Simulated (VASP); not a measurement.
Here is a VASP 6.6.1 calculation.

File INCAR:

```
SYSTEM = AlGa5As6
  PREC = Accurate
  ENCUT = 520
  EDIFF = 1E-7
  ISMEAR = 0
  SIGMA = 0.01
  LREAL = .FALSE.
  LASPH = .TRUE.
  NELM = 80
  ALGO = Normal
  ISIF = 2
  LWAVE = .FALSE.
  LCHARG = .FALSE.
  GGA = PE
  NBANDS = 61
```

The input KPOINTS:

```
regular mesh
0
G
  6 6 6
  0 0 0
```

POSCAR

```
AlGa5As6
1.0
    7.0117210198      0.0000000000      0.0000000000
   -3.5058605099      6.0723285274      0.0000000000
    0.0000000000      0.0000000000      6.6704786484
Al Ga As
1 5 6
Direct
    0.0000000000      0.0000000000      0.0005128103
    0.6666666667      0.3333333333      0.0007242357
    0.3333333333      0.6666666667      0.0007242357
    0.3332280371      0.0000000000      0.5012053678
    0.0000000000      0.3332280371      0.5012053678
    0.6667719629      0.6667719629      0.5012053678
    0.0000000000      0.0000000000      0.3737839778
    0.6666666667      0.3333333333      0.3752157199
    0.3333333333      0.6666666667      0.3752157199
    0.3326586191      0.0000000000      0.8754017325
    0.0000000000      0.3326586191      0.8754017325
    0.6673413809      0.6673413809      0.8754017325
```

Potentials or basis: VASP PAW PBE potentials, release 64 (Al, Ga_d, As).

Launch:

```console
$ cat potpaw_PBE.64/Al/POTCAR potpaw_PBE.64/Ga_d/POTCAR potpaw_PBE.64/As/POTCAR > POTCAR
$ mpirun -np 1 vasp_std > vasp.out
```

(1) Predict the largest force.

(2) What does it give for the band gap on the k mesh?

(3) Predict the pressure.

Results:

(1) 0.003 eV/Å.

(2) 0.40 eV.

(3) 0.2 GPa.

Caveat: semilocal functionals underestimate gaps, and a narrow one can read as zero.
